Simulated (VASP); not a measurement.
# Ti (P6_3/mmc) in VASP: further runs, part 2 of 2

VASP 6.6.1.

## 4. Single point, PBEsol

Input file INCAR:

```
ALGO = Normal
EDIFF = 1E-6
ENCUT = 500
GGA = PS
GGA_COMPAT = F
ISIF = 2
ISMEAR = -1
LASPH = T
LCHARG = F
LREAL = F
LWAVE = F
NBANDS = 19
NELM = 120
PREC = Accurate
SIGMA = 0.05
```

Input file KPOINTS:

```
k-points
0
Gamma
  12 12 7
```

Input file POSCAR:

```
Ti
1.0
    2.9500000000      0.0000000000      0.0000000000
   -1.4750000000      2.5547749412      0.0000000000
    0.0000000000      0.0000000000      4.6800000000
Ti
2
Direct
    0.3333333333      0.6666666667      0.2500000000
    0.6666666667      0.3333333333      0.7500000000
```

Potentials or basis: VASP PAW PBE potentials, release 64 (Ti_sv).

Command:

```console
$ cat potpaw_PBE.64/Ti_sv/POTCAR > POTCAR
$ mpirun -np 1 vasp_std > vasp.out
```

OUTCAR:

```text
EDIFF = 1E-6
   ENCUT = 500
   GGA = PS
   ISIF = 2
   ISMEAR = -1
   LASPH = T
   LREAL = F
   NELM = 120
   PREC = Accurate

 ion  position               nearest neighbor table
   1  0.333  0.667  0.250-   2 2.89   2 2.89   2 2.89   2 2.89   2 2.89   2 2.89
   2  0.667  0.333  0.750-   1 2.89   1 2.89   1 2.89   1 2.89   1 2.89   1 2.89

  LATTYP: Found a hexagonal cell.
 ALAT       =     2.9500000000
 C/A-ratio  =     1.5864406780

  Lattice vectors:

 A1 = (   2.9500000000,   0.0000000000,   0.0000000000)
 A2 = (  -1.4750000000,   2.5547749412,   0.0000000000)
 A3 = (   0.0000000000,   0.0000000000,   4.6800000000)

Analysis of symmetry for initial positions (statically):
=====================================================================
 Subroutine PRICEL returns:
 Original cell was already a primitive cell.

 Routine SETGRP: Setting up the symmetry group for a
 hexagonal supercell.

 Subroutine GETGRP returns: Found 24 space group operations
 (whereof 12 operations were pure point group operations)
 out of a pool of 24 trial point group operations.

The static configuration has the point symmetry D_3d.
 The point group associated with its full space group is D_6h.

Analysis of symmetry for dynamics (positions and initial velocities):
=====================================================================
 Subroutine PRICEL returns:
 Original cell was already a primitive cell.

 Routine SETGRP: Setting up the symmetry group for a
 hexagonal supercell.

 Subroutine GETGRP returns: Found 24 space group operations
 (whereof 12 operations were pure point group operations)
 out of a pool of 24 trial point group operations.

The dynamic configuration has the point symmetry D_3d.
 The point group associated with its full space group is D_6h.

 Subroutine INISYM returns: Found 24 space group operations
 (whereof 12 operations are pure point group operations),
 and found     1 'primitive' translations

----------------------------------------------------------------------------------------

                                     Primitive cell

  volume of cell :      35.2712

  direct lattice vectors                    reciprocal lattice vectors
     2.950000000  0.000000000  0.000000000     0.338983051  0.195711956  0.000000000
    -1.475000000  2.554774941  0.000000000     0.000000000  0.391423911  0.000000000
     0.000000000  0.000000000  4.680000000     0.000000000  0.000000000  0.213675214

  length of vectors
     2.950000000  2.950000000  4.680000000     0.391423911  0.391423911  0.213675214

  position of ions in fractional coordinates (direct lattice)
     0.333333333  0.666666667  0.250000000
     0.666666667  0.333333333  0.750000000

  ion indices of the primitive-cell ions
   primitive index   ion index
                 1           1
                 2           2

----------------------------------------------------------------------------------------

 KPOINTS: k-points

Automatic generation of k-mesh.
 Grid dimensions read from file:
 generate k-points for:   12   12    7

 Generating k-lattice:

  Cartesian coordinates                     Fractional coordinates (reciprocal lattice)
     0.028248588  0.016309330  0.000000000     0.083333333 -0.000000000  0.000000000
     0.000000000  0.032618659  0.000000000     0.000000000  0.083333333  0.000000000
     0.000000000  0.000000000  0.030525031     0.000000000  0.000000000  0.142857143

  Length of vectors
     0.032618659  0.032618659  0.030525031

  Shift w.r.t. Gamma in fractional coordinates (k-lattice)
     0.000000000  0.000000000  0.000000000

 Subroutine IBZKPT returns following result:
 ===========================================

 Found     76 irreducible k-points:

 Following reciprocal coordinates:
            Coordinates               Weight
  0.000000  0.000000  0.000000      1.000000
  0.083333  0.000000  0.000000      6.000000
  0.166667  0.000000  0.000000      6.000000
  0.250000  0.000000  0.000000      6.000000
  0.333333 -0.000000  0.000000      6.000000
  0.416667 -0.000000  0.000000      6.000000
[... 16 lines left out ...]
  0.250000  0.000000  0.142857     12.000000
  0.333333 -0.000000  0.142857     12.000000
 [... further k-points ...]
   k-points           NKPTS =     76   k-points in BZ     NKDIM =     76   number of bands    NBANDS=     19
   number of dos      NEDOS =    301   number of ions     NIONS =      2
   total plane-waves  NPLWV =  20736
   dimension x,y,z NGX =    24 NGY =   24 NGZ =   36
   dimension x,y,z NGXF=    48 NGYF=   48 NGZF=   72
   ions per type =               2
   NGX,Y,Z   is equivalent  to a cutoff of  13.53, 13.53, 12.79 a.u.
   NGXF,Y,Z  is equivalent  to a cutoff of  27.05, 27.05, 25.58 a.u.
 SYSTEM =  unknown system
   PREC   = accura    normal or accurate (medium, high low for compatibility)
   ISTART =      0    job   : 0-new  1-cont  2-samecut
   ICHARG =      2    charge: 1-file 2-atom 10-const
   ISPIN  =      1    spin polarized calculation?
   LNONCOLLINEAR =      F non collinear calculations
   LSORBIT =      F    spin-orbit coupling
   LASPH  =      T    aspherical Exc in radial PAW
   ENCUT  =  500.0 eV  36.75 Ry    6.06 a.u.   5.38  5.38  8.53*2*pi/ulx,y,z
   NELM   =    120;   NELMIN=  2; NELMDL= -5     # of ELM steps
   EDIFF  = 0.1E-05   stopping-criterion for ELM
   LREAL  =      F    real-space projection
   EDIFFG = 0.1E-04   stopping-criterion for IOM
   NSW    =      0    number of steps for IOM
   IBRION =     -1    ionic relax: 0-MD 1-quasi-New 2-CG
   NFREE  =      0    steps in history (QN), initial steepest desc. (CG)
   ISIF   =      2    stress and relaxation
   ISYM   =      2    0-nonsym 1-usesym 2-fastsym
   POTIM  = 0.5000    time-step for ionic-motion
   TEBEG  =    0.0;   TEEND  =   0.0 temperature during run
   PSTRESS=    0.0 pullay stress
   NELECT =      24.0000    total number of electrons
   NUPDOWN=      -1.0000    fix difference up-down
   EMIN   =  10.00;   EMAX   =-10.00  energy-range for DOS
   EFERMI =   0.00;   METHOD = LEGACY
   ISMEAR =    -1;   SIGMA  =   0.05  broadening in eV -4-tet -1-fermi 0-gaus
   EFERMI_NEDOS =   21; number of points for ismear=-14 and -15
   IALGO  =     38    algorithm
   IMIX   =      4    mixing-type and parameters
     AMIX     =   0.40;   BMIX     =  1.00
     AMIX_MAG =   1.60;   BMIX_MAG =  1.00
  volume/ion in A,a.u.               =      17.64       119.01
  Fermi-wavevector in a.u.,A,eV,Ry     =   1.439920  2.721055 28.209912  2.073370
  Thomas-Fermi vector in A             =   2.558722
   LORBIT       =      0    0 simple, 1 ext, 2 COOP (PROOUT), +10 PAW based schemes
   GGA     = PS    functional components
   LHFCALC =     F    Hartree Fock is set to
   AEXX    =    0.0000 exact exchange contribution
   IVDW    =     0    specifies the selected vdW correction
   LEPSILON=     F    determine dielectric tensor
   LRPA    =     F    only Hartree local field effects (RPA)
 non-spin polarized calculation
  energy-cutoff  :      500.00
  volume of cell :       35.27
 maximum number of plane-waves:       929
 NGX is ok and might be reduce to    24
   NGX = 11   NGY = 11   NGZ = 17

 number of electron      24.0000002 magnetization

 Free energy of the ion-electron system (eV)
  ---------------------------------------------------
  ext. energy  EPLUGINS =         0.00000000
  ---------------------------------------------------
  free energy    TOTEN  =       -16.65034747 eV

  energy without entropy =      -16.63207901  energy(sigma->0) =      -16.64121324

 E-fermi :   8.0503     XC(G=0): -11.5624

 val. band max:        8.0409071623   @ k =   0.0000   0.0000   0.4286
 cond. band min:       8.0565040449   @ k =   0.2500   0.2500   0.4286
 fundamental gap:      0.0155968826
 Fermi energy:         8.0502601549

 k-point     1 :       0.0000    0.0000    0.0000
  band No.  band energies     occupation
      1     -48.6058      2.00000
      2     -48.4754      2.00000
      3     -25.2791      2.00000
      4     -24.6584      2.00000
      5     -24.6584      2.00000
      6     -24.5972      2.00000
[... 11 lines left out ...]
     18       9.6459      0.00000
     19      11.1478      0.00000
[... 485 lines left out ...]
 k-point    24 :       0.3333   -0.0000    0.1429
  band No.  band energies     occupation
      1     -48.5229      2.00000
      2     -48.4554      2.00000
      3     -25.1102      2.00000
      4     -24.9639      2.00000
      5     -24.9125      2.00000
      6     -24.7561      2.00000
[... 11 lines left out ...]
     18      10.7381      0.00000
     19      11.4440      0.00000

 [... further k-points ...]

------------------------ aborting loop because EDIFF is reached ----------------------------------------

  FORCE on cell =-STRESS in cart. coord.  units (eV):
  Direction    XX          YY          ZZ          XY          YZ          ZX
  --------------------------------------------------------------------------------------
  -------------------------------------------------------------------------------------
  Total       -1.2754499     -1.2754499     -1.3767576      0.0000000      0.0000000      0.0000000
  in kB      -57.9366597    -57.9366597    -62.5385110      0.0000000      0.0000000      0.0000000
  external PRESSURE =     -59.4706102 kB  Pullay stress =       0.0000000 kB

 VOLUME and BASIS-vectors are now :
 -----------------------------------------------------------------------------
  energy-cutoff  :      500.00
  volume of cell :       35.27
      direct lattice vectors                 reciprocal lattice vectors
     2.950000000  0.000000000  0.000000000     0.338983051  0.195711956  0.000000000
    -1.475000000  2.554774941  0.000000000     0.000000000  0.391423911  0.000000000
     0.000000000  0.000000000  4.680000000     0.000000000  0.000000000  0.213675214

 POSITION                                       TOTAL-FORCE (eV/Angst)
 -----------------------------------------------------------------------------------
     -0.00000      1.70318      1.17000        -0.000000      0.000000      0.000000
      1.47500      0.85159      3.51000         0.000000     -0.000000      0.000000
 -----------------------------------------------------------------------------------
    total drift:                               -0.000000      0.000000     -0.000000

  FREE ENERGIE OF THE ION-ELECTRON SYSTEM (eV)
  ---------------------------------------------------
  free  energy   TOTEN  =       -16.6503474652 eV

  energy  without entropy=      -16.6320790133  energy(sigma->0) =      -16.64121324
```

Wall time 73 s (1 thread of Intel Xeon 8259CL, shared host); peak memory 0.18 GiB.

Results:

```
Free energy            : -16.6503 eV
Pressure               : -5.9 GPa
Band gap on the k mesh : zero (band 12 reaches 8.81 eV, above the bottom of band 13 at 7.76 eV)
```

Caveat: the PAW data sets were made with another functional, which shifts forces and pressure a little.

## 5. Single point, BLYP

Input file INCAR:

```
AGGAC = 1.0
AGGAX = 1.0
ALDAC = 0.0
ALDAX = 1.0
ALGO = Normal
EDIFF = 1E-6
ENCUT = 500
GGA = B5
GGA_COMPAT = False
ISIF = 2
ISMEAR = -1
LASPH = True
LCHARG = True
LELF = True
LREAL = False
LVHAR = True
LWAVE = False
NBANDS = 19
NELM = 120
PREC = Accurate
SIGMA = 0.05
```

KPOINTS is that of step 4.

POSCAR is that of step 4.

Potentials or basis: VASP PAW PBE potentials, release 64 (Ti_sv).

Command:

```console
$ cat potpaw_PBE.64/Ti_sv/POTCAR > POTCAR
$ mpirun -np 1 vasp_std > vasp.out
```

OUTCAR:

```text
EDIFF = 1E-6
   ENCUT = 500
   GGA = B5
   ISIF = 2
   ISMEAR = -1
   LASPH = True
   LREAL = False
   NELM = 120
   PREC = Accurate

 ion  position               nearest neighbor table
   1  0.333  0.667  0.250-   2 2.89   2 2.89   2 2.89   2 2.89   2 2.89   2 2.89
   2  0.667  0.333  0.750-   1 2.89   1 2.89   1 2.89   1 2.89   1 2.89   1 2.89

  LATTYP: Found a hexagonal cell.
 ALAT       =     2.9500000000
 C/A-ratio  =     1.5864406780

  Lattice vectors:

 A1 = (   2.9500000000,   0.0000000000,   0.0000000000)
 A2 = (  -1.4750000000,   2.5547749412,   0.0000000000)
 A3 = (   0.0000000000,   0.0000000000,   4.6800000000)

Analysis of symmetry for initial positions (statically):
=====================================================================
 Subroutine PRICEL returns:
 Original cell was already a primitive cell.

 Routine SETGRP: Setting up the symmetry group for a
 hexagonal supercell.

 Subroutine GETGRP returns: Found 24 space group operations
 (whereof 12 operations were pure point group operations)
 out of a pool of 24 trial point group operations.

[... 155 lines left out ...]

 Free energy of the ion-electron system (eV)
  ---------------------------------------------------
  ext. energy  EPLUGINS =         0.00000000
  ---------------------------------------------------
  free energy    TOTEN  =       -13.54682945 eV

  energy without entropy =      -13.52744285  energy(sigma->0) =      -13.53713615

 E-fermi :   8.6228     XC(G=0): -10.8913

 val. band max:        8.6144888642   @ k =   0.1667   0.0000   0.1429
 cond. band min:       8.6309651259   @ k =   0.0833   0.0833   0.0000
 fundamental gap:      0.0164762616
 Fermi energy:         8.6228244493

 k-point     1 :       0.0000    0.0000    0.0000
  band No.  band energies     occupation
      1     -48.0360      2.00000
      2     -47.9054      2.00000
      3     -24.7736      2.00000
      4     -24.1607      2.00000
      5     -24.1607      2.00000
      6     -24.0980      2.00000
[... 505 lines left out ...]
      6     -24.2576      2.00000
[... 11 lines left out ...]
     18      11.2192      0.00000
     19      11.9213      0.00000

 [... further k-points ...]
[... 5 lines left out ...]
  --------------------------------------------------------------------------------------
  -------------------------------------------------------------------------------------
  Total        0.2183813      0.2183813      0.1780132      0.0000000      0.0000000      0.0000000
  in kB        9.9198574      9.9198574      8.0861578      0.0000000      0.0000000      0.0000000
  external PRESSURE =       9.3086242 kB  Pullay stress =       0.0000000 kB

 VOLUME and BASIS-vectors are now :
 -----------------------------------------------------------------------------
  energy-cutoff  :      500.00
  volume of cell :       35.27
      direct lattice vectors                 reciprocal lattice vectors
     2.950000000  0.000000000  0.000000000     0.338983051  0.195711956  0.000000000
    -1.475000000  2.554774941  0.000000000     0.000000000  0.391423911  0.000000000
     0.000000000  0.000000000  4.680000000     0.000000000  0.000000000  0.213675214

 POSITION                                       TOTAL-FORCE (eV/Angst)
 -----------------------------------------------------------------------------------
     -0.00000      1.70318      1.17000         0.000000     -0.000000      0.000000
      1.47500      0.85159      3.51000        -0.000000      0.000000      0.000000
 -----------------------------------------------------------------------------------
    total drift:                               -0.000000      0.000000     -0.000000

  FREE ENERGIE OF THE ION-ELECTRON SYSTEM (eV)
  ---------------------------------------------------
  free  energy   TOTEN  =       -13.5468294462 eV

  energy  without entropy=      -13.5274428530  energy(sigma->0) =      -13.53713615
```

stdout:

```text
POSCAR found type information on POSCAR Ti
 POSCAR found :  1 types and       2 ions
 scaLAPACK will be used
 -----------------------------------------------------------------------------
|                                                                             |
|                                                                             |
|     You enforced a specific xc type in the INCAR file but a different       |
|     I HOPE YOU KNOW WHAT YOU ARE DOING!                                     |
|                                                                             |
 -----------------------------------------------------------------------------

 LDA part: xc-table for (Slater(with rela. corr.)+VWN5), standard interpolation
 POSCAR, INCAR and KPOINTS ok, starting setup
 FFT: planning ... GRIDC
 FFT: planning ... GRID_SOFT
 FFT: planning ... GRID
 WAVECAR not read
 entering main loop
```

Wall time 86 s (1 thread of Intel Xeon 8259CL, shared host); peak memory 0.18 GiB.

Results:

```yaml
Free_energy: -13.5468 eV
Pressure: 0.9 GPa
Band_gap_on_the_k_mesh: zero (band 12 reaches 9.33 eV, above the bottom of band 13 at 8.34 eV)
```

Stress tensor (GPa, compression positive):
```
0.99 0.00 0.00
0.00 0.99 0.00
0.00 0.00 0.81
```

Caveat: the PAW data sets were made with another functional, which shifts forces and pressure a little.

## 6. Single point, r2SCAN

POSCAR is that of step 5.

Input file INCAR.step1:

```
SYSTEM = Ti
ALGO = Normal
EDIFF = 1E-5
ENCUT = 550
GGA = PE
GGA_COMPAT = .FALSE.
ISMEAR = -1
LASPH = .TRUE.
LCHARG = .FALSE.
LREAL = .FALSE.
LWAVE = .TRUE.
NBANDS = 19
NELM = 120
PREC = Accurate
SIGMA = 0.05
```

Input file INCAR.step2:

```
SYSTEM = Ti
ALGO = Normal
EDIFF = 1E-6
ENCUT = 550
GGA_COMPAT = .FALSE.
ISIF = 2
ISMEAR = -1
ISTART = 1
LASPH = .TRUE.
LCHARG = .FALSE.
LMIXTAU = .TRUE.
LREAL = .FALSE.
LWAVE = .FALSE.
METAGGA = R2SCAN
NBANDS = 19
NELM = 120
PREC = Accurate
SIGMA = 0.05
```

Input file KPOINTS:

```
k-points
0
G
  12 12 7
  0 0 0
```

Potentials or basis: VASP PAW PBE potentials, release 64 (Ti_sv).

Command:

```console
$ cat potpaw_PBE.64/Ti_sv/POTCAR > POTCAR
$ cp INCAR.step1 INCAR
$ mpirun -np 1 vasp_std > vasp.out
$ cp INCAR.step2 INCAR
$ mpirun -np 1 vasp_std > vasp.out
```

It took 4.3 min on 1 thread of Intel Xeon 8259CL, shared host; peak memory 0.19 GiB.

The run converged. Its results:

- Free energy: -25.9057 eV
- Pressure: -1.7 GPa
- Band gap on the k mesh: zero (band 12 reaches 9.09 eV, above the bottom of band 13 at 7.84 eV)

Stress tensor (GPa, compression positive):
```
-1.58  0.00  0.00
 0.00 -1.58  0.00
 0.00  0.00 -2.04
```

Levels at points of the mesh, in eV from the Fermi level:
```csv
k point,band 9,band 10,band 11,band 12,band 13,band 14,band 15,band 16
"(0.00, 0.00, 0.00)",-6.59,-2.83,0.50,0.86,0.86,0.94,1.37,1.37
"(0.50, 0.00, 0.00)",-2.50,-2.24,-1.90,-0.85,0.62,0.67,1.23,3.48
```

Caveat: the PAW data sets were made with another functional, which shifts forces and pressure a little.

## 7. Overview

```csv
level,potentials or basis,cutoff (eV),gap on the mesh (eV),pressure (GPa)
LDA,"VASP PAW LDA potentials, release 64 (Ti_sv)",500,none,-9.8
revPBE,"VASP PAW PBE potentials, release 64 (Ti_sv)",500,none,0.5
PBEsol,"VASP PAW PBE potentials, release 64 (Ti_sv)",500,none,-5.9
BLYP,"VASP PAW PBE potentials, release 64 (Ti_sv)",500,none,0.9
r2SCAN,"VASP PAW PBE potentials, release 64 (Ti_sv)",550,none,-1.7
```

Alike in all rows: task single point; no spin polarisation; cell as given; k mesh 12 × 12 × 7; smearing fermi-dirac 0.05 eV.

Caveats: the PAW data sets were made with another functional, which shifts forces and pressure a little (some runs).

Total energies depend on the potentials used, so only differences within one code and one set of settings carry meaning.
